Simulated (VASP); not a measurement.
# AgRh (P-6m2) in VASP: a series of runs

AgRh is run at these levels: PBE; tasks: single point.

All numbers are computed with VASP 6.6.1; they aren't measurements. Logs are shortened: lines on timing, memory, paths and dates and some standing lists are left out, and cuts for length are marked.

## Step 1: The cell of the first run

It takes space group P-6m2 (No. 187, hexagonal). Conventional cell: a = 2.778 Å, b = 2.778 Å, c = 4.809 Å, α = 90.00°, β = 90.00°, γ = 120.00°. Within 3.7 Å of Ag (site symmetry -6m2) lie 6 Ag at 2.78 Å and 6 Rh at 2.89 Å. Within 3.7 Å of Rh (site symmetry -6m2) lie 6 Rh at 2.78 Å and 6 Ag at 2.89 Å.

## Step 2: Single point, PBE, collinear spin, ferromagnetic start

Contents of INCAR:

```
ALGO = Normal
EDIFF = 1E-7
ENCUT = 520
GGA = PE
ISIF = 2
ISMEAR = -1
ISPIN = 2
LASPH = True
LCHARG = True
LELF = True
LMAXMIX = 4
LORBIT = 11
LREAL = False
LVHAR = True
LWAVE = False
MAGMOM = 0 0.39
NBANDS = 24
NELM = 150
NUPDOWN = 0.39
PREC = Accurate
SIGMA = 0.05
```

Contents of KPOINTS:

```
k-points
0
Gamma
  14 14 7
```

Contents of POSCAR:

```
AgRh
1.0
    2.7775881998      0.0000000000      0.0000000000
   -1.3887940999      2.4054619423      0.0000000000
    0.0000000000      0.0000000000      4.8086020000
Ag Rh
1 1
Direct
    0.0000000000      0.0000000000      0.5000000000
    0.6666666667      0.3333333333      0.0000000000
```

Potentials or basis: VASP PAW PBE potentials, release 64 (Ag, Rh_pv).

On the command line:

```sh
cat potpaw_PBE.64/Ag/POTCAR potpaw_PBE.64/Rh_pv/POTCAR > POTCAR
mpirun -np 1 vasp_std > vasp.out
```

OUTCAR:

```text
EDIFF = 1E-7
   ENCUT = 520
   GGA = PE
   ISIF = 2
   ISMEAR = -1
   ISPIN = 2
   LASPH = True
   LORBIT = 11
   LREAL = False
   NELM = 150
   NUPDOWN = 0.39
   PREC = Accurate

 ion  position               nearest neighbor table
   1  0.000  0.000  0.500-   2 2.89   2 2.89   2 2.89   2 2.89   2 2.89   2 2.89
   2  0.667  0.333  0.000-   1 2.89   1 2.89   1 2.89   1 2.89   1 2.89   1 2.89

  LATTYP: Found a hexagonal cell.
 ALAT       =     2.7775881998
 C/A-ratio  =     1.7312148721

  Lattice vectors:

 A1 = (   2.7775881998,   0.0000000000,   0.0000000000)
 A2 = (  -1.3887940999,   2.4054619423,   0.0000000000)
 A3 = (   0.0000000000,   0.0000000000,   4.8086020000)

Analysis of symmetry for initial positions (statically):
=====================================================================
 Subroutine PRICEL returns:
 Original cell was already a primitive cell.

 Routine SETGRP: Setting up the symmetry group for a
 hexagonal supercell.

 Subroutine GETGRP returns: Found 12 space group operations
 (whereof 12 operations were pure point group operations)
 out of a pool of 24 trial point group operations.

The static configuration has the point symmetry D_3h.

Analysis of symmetry for dynamics (positions and initial velocities):
=====================================================================
 Subroutine PRICEL returns:
 Original cell was already a primitive cell.

 Routine SETGRP: Setting up the symmetry group for a
 hexagonal supercell.

 Subroutine GETGRP returns: Found 12 space group operations
 (whereof 12 operations were pure point group operations)
 out of a pool of 24 trial point group operations.

The dynamic configuration has the point symmetry D_3h.

Analysis of structural, dynamic, and magnetic symmetry:
=====================================================================
 Subroutine PRICEL returns:
 Original cell was already a primitive cell.

 Routine SETGRP: Setting up the symmetry group for a
 hexagonal supercell.

 Subroutine GETGRP returns: Found 12 space group operations
 (whereof 12 operations were pure point group operations)
 out of a pool of 24 trial point group operations.

The overall configuration has the point symmetry D_3h.

 Subroutine INISYM returns: Found 12 space group operations
 (whereof 12 operations are pure point group operations),
 and found     1 'primitive' translations

----------------------------------------------------------------------------------------

[... 107 lines left out ...]
   ISMEAR =    -1;   SIGMA  =   0.05  broadening in eV -4-tet -1-fermi 0-gaus
   EFERMI_NEDOS =   21; number of points for ismear=-14 and -15
   IALGO  =     38    algorithm
   IMIX   =      4    mixing-type and parameters
     AMIX     =   0.40;   BMIX     =  1.00
     AMIX_MAG =   1.60;   BMIX_MAG =  1.00
  volume/ion in A,a.u.               =      16.06       108.41
  Fermi-wavevector in a.u.,A,eV,Ry     =   1.525589  2.882945 31.666497  2.327422
  Thomas-Fermi vector in A             =   2.633739
   LORBIT       =     11    0 simple, 1 ext, 2 COOP (PROOUT), +10 PAW based schemes
   GGA     = PE    functional components
   LHFCALC =     F    Hartree Fock is set to
   AEXX    =    0.0000 exact exchange contribution
   IVDW    =     0    specifies the selected vdW correction
   LEPSILON=     F    determine dielectric tensor
   LRPA    =     F    only Hartree local field effects (RPA)
 spin polarized calculation
  energy-cutoff  :      520.00
  volume of cell :       32.13
 maximum number of plane-waves:       877
 NGX is ok and might be reduce to    24
   NGX = 11   NGY = 11   NGZ = 17

 number of electron      25.9999997 magnetization       0.3900000

 Free energy of the ion-electron system (eV)
  ---------------------------------------------------
  ext. energy  EPLUGINS =         0.00000000
  ---------------------------------------------------
  free energy    TOTEN  =        -9.45833777 eV

  energy without entropy =       -9.43764660  energy(sigma->0) =       -9.44799218

 E-fermi :   8.8672     XC(G=0): -12.7901

 val. band max:        8.8621374991   @ k =   0.2143   0.0714   0.2857
 cond. band min:       8.8771645385   @ k =   0.3571   0.0714   0.4286
 fundamental gap:      0.0150270394
 Fermi energy:         8.8362527231

 spin component 1

 k-point     1 :       0.0000    0.0000    0.0000
  band No.  band energies     occupation
      1     -37.0018      1.00000
      2     -36.9535      1.00000
      3     -36.9535      1.00000
      4       1.6706      1.00000
      5       3.1017      1.00000
      6       4.5635      1.00000
[... 637 lines left out ...]
     23      30.3320      0.00000
     24      33.1294      0.00000

 [... further k-points ...]

 spin component 2

 k-point     1 :       0.0000    0.0000    0.0000
  band No.  band energies     occupation
      1     -36.6895      1.00000
      2     -36.6895      1.00000
      3     -36.6175      1.00000
      4       1.6802      1.00000
      5       3.1164      1.00000
      6       4.5706      1.00000
[... 637 lines left out ...]
     23      30.8013      0.00000
     24      33.1501      0.00000

 [... further k-points ...]
[... 5 lines left out ...]
  --------------------------------------------------------------------------------------
  -------------------------------------------------------------------------------------
  Total       -0.3904565     -0.3904565     -0.5449583      0.0000000     -0.0000000      0.0000000
  in kB      -19.4714370    -19.4714370    -27.1761973      0.0000000     -0.0000000      0.0000000
  external PRESSURE =     -22.0396904 kB  Pullay stress =       0.0000000 kB

 VOLUME and BASIS-vectors are now :
 -----------------------------------------------------------------------------
  energy-cutoff  :      520.00
  volume of cell :       32.13
      direct lattice vectors                 reciprocal lattice vectors
     2.777588200  0.000000000  0.000000000     0.360024571  0.207860283  0.000000000
    -1.388794100  2.405461942  0.000000000     0.000000000  0.415720566  0.000000000
     0.000000000  0.000000000  4.808602000     0.000000000  0.000000000  0.207960651

 POSITION                                       TOTAL-FORCE (eV/Angst)
 -----------------------------------------------------------------------------------
      0.00000      0.00000      2.40430        -0.000000     -0.000000      0.000000
      1.38879      0.80182      0.00000         0.000000      0.000000      0.000000
 -----------------------------------------------------------------------------------
    total drift:                               -0.000000      0.000000      0.000000

  FREE ENERGIE OF THE ION-ELECTRON SYSTEM (eV)
  ---------------------------------------------------
  free  energy   TOTEN  =        -9.4583377699 eV

  energy  without entropy=       -9.4376465990  energy(sigma->0) =       -9.44799218

 total charge

# of ion       s       p       d       tot
------------------------------------------
    1        0.427   0.348   9.154   9.929
    2        0.348   6.187   7.082  13.617
--------------------------------------------------
tot          0.775   6.534  16.236  23.546

 magnetization (x)

# of ion       s       p       d       tot
------------------------------------------
    1       -0.003  -0.007   0.020   0.010
    2        0.000  -0.001   0.387   0.386
--------------------------------------------------
tot         -0.003  -0.008   0.406   0.396
```

OSZICAR:

```text
N       E                     dE             d eps       ncg     rms          rms(c)
DAV:   1     0.227199377292E+03    0.22720E+03   -0.14721E+04  9224   0.113E+03
DAV:   2    -0.476057714586E+01   -0.23196E+03   -0.22290E+03 10240   0.338E+02
DAV:   3    -0.101651402830E+02   -0.54046E+01   -0.53859E+01 10848   0.565E+01
DAV:   4    -0.101939476343E+02   -0.28807E-01   -0.28800E-01 11072   0.409E+00
DAV:   5    -0.101943269758E+02   -0.37934E-03   -0.37922E-03 10728   0.474E-01    0.923E+00
DAV:   6    -0.952126782857E+01    0.67306E+00   -0.23102E+00 10712   0.162E+01    0.619E+00
DAV:   7    -0.948991310867E+01    0.31355E-01   -0.65149E-01 11224   0.666E+00    0.276E+00
DAV:   8    -0.946319543005E+01    0.26718E-01   -0.19368E-01  9736   0.387E+00    0.184E+00
DAV:   9    -0.945838067800E+01    0.48148E-02   -0.13976E-02 11368   0.980E-01    0.185E-01
DAV:  10    -0.945834787058E+01    0.32807E-04   -0.47837E-04 11008   0.137E-01    0.820E-02
DAV:  11    -0.945833589022E+01    0.11980E-04   -0.53707E-05 11024   0.472E-02    0.257E-02
DAV:  12    -0.945833775654E+01   -0.18663E-05   -0.93115E-06 10488   0.233E-02    0.657E-03
DAV:  13    -0.945833793678E+01   -0.18024E-06   -0.53790E-07 11328   0.533E-03    0.263E-03
DAV:  14    -0.945833777233E+01    0.16445E-06   -0.85198E-08  6488   0.240E-03    0.942E-04
DAV:  15    -0.945833776991E+01    0.24202E-08   -0.16947E-08  5960   0.113E-03
   1 F= -.94583378E+01 E0= -.94479922E+01  d E =-.206912E-01  mag=     0.3900
```

It took 7.2 min on 1 thread of AMD EPYC 7R13, shared host; peak memory 0.22 GiB.

Results:

- Free energy: -9.4583 eV
- Pressure: -2.2 GPa
- Net moment: 0.39 μB per cell
- Site moments: Ag +0.01; Rh +0.39 μB
- Valence electrons inside the program's atomic spheres: Ag 9.93; Rh 13.62

Stress tensor (GPa, compression positive):
```
-1.95  0.00  0.00
 0.00 -1.95  0.00
 0.00  0.00 -2.72
```

Caveat: the total moment is fixed, so each spin has its own Fermi level.

## Step 3: Single point, PBE, collinear spin, ferromagnetic start

Contents of INCAR:

```
SYSTEM = AgRh
PREC = Accurate
ENCUT = 520
EDIFF = 1E-7
ISMEAR = -1
SIGMA = 0.05
LREAL = .False.
LASPH = .True.
NELM = 150
ALGO = Normal
ISIF = 2
LWAVE = .False.
LCHARG = .True.
ISPIN = 2
MAGMOM = 0 0.51
LORBIT = 11
NUPDOWN = 0.51
LMAXMIX = 4
GGA = PE
LELF = .True.
LVHAR = .True.
NBANDS = 24
```

Contents of KPOINTS:

```
Automatic mesh
0
Gamma
  14 14 7
  0 0 0
```

POSCAR is that of step 2.

Potentials or basis: VASP PAW PBE potentials, release 64 (Ag, Rh_pv).

On the command line:

```sh
cat potpaw_PBE.64/Ag/POTCAR potpaw_PBE.64/Rh_pv/POTCAR > POTCAR
mpirun -np 1 vasp_std > vasp.out
```

Run time: 7.1 min. Hardware: 1 thread of AMD EPYC 7R13, shared host; peak memory 0.22 GiB.

The run converged. Its results:

```yaml
Free_energy: -9.4585 eV
Pressure: -2.1 GPa
Net_moment: 0.51 μB per cell
Site_moments: Ag +0.02; Rh +0.49 μB
Valence_electrons_inside_the_program's_atomic_spheres: Ag 9.93; Rh 13.62
```

Stress tensor (GPa, compression positive):
```
-1.91  0.00  0.00
 0.00 -1.91  0.00
 0.00  0.00 -2.38
```

Caveat: the total moment is fixed, so each spin has its own Fermi level.

## Step 4: Single point, PBE, collinear spin, ferromagnetic start

INCAR, as its differences from that of step 3:

```diff
@@ -14,5 +14,5 @@
 ISPIN = 2
-MAGMOM = 0 0.51
+MAGMOM = 0 0.55
 LORBIT = 11
-NUPDOWN = 0.51
+NUPDOWN = 0.55
 LMAXMIX = 4
```

Contents of KPOINTS:

```
regular mesh
0
Gamma
  14 14 7
  0 0 0
```

POSCAR is that of step 3.

On the command line:

```sh
cat potpaw_PBE.64/Ag/POTCAR potpaw_PBE.64/Rh_pv/POTCAR > POTCAR
mpirun -np 1 vasp_std > vasp.out
```

It took 7.1 min on 1 thread of AMD EPYC 7R13, shared host; peak memory 0.22 GiB.

Results (log left out):

- Free energy: -9.4569 eV
- Pressure: -2.0 GPa
- Net moment: 0.55 μB per cell
- Site moments: Ag +0.02; Rh +0.53 μB
- Valence electrons inside the program's atomic spheres: Ag 9.93; Rh 13.61

Stress tensor (GPa, compression positive):
```
-1.88  0.00  0.00
 0.00 -1.88  0.00
 0.00  0.00 -2.27
```

Caveat: the total moment is fixed, so each spin has its own Fermi level.

## Step 5: The runs side by side

| fixed moment (μB) | pressure (GPa) | moment (μB) |
| --- | --- | --- |
| 0.39 | -2.2 | 0.39 |
| 0.51 | -2.1 | 0.51 |
| 0.55 | -2.0 | 0.55 |

Alike in all rows: task single point; level PBE; potentials or basis VASP PAW PBE potentials, release 64 (Ag, Rh_pv); spin collinear, ferromagnetic start; cell as given; k mesh 14 × 14 × 7; cutoff (eV) 520; smearing fermi-dirac 0.05 eV.

Caveats: the total moment is fixed, so each spin has its own Fermi level.

Absolute energies hang on the potentials; compare differences alone.
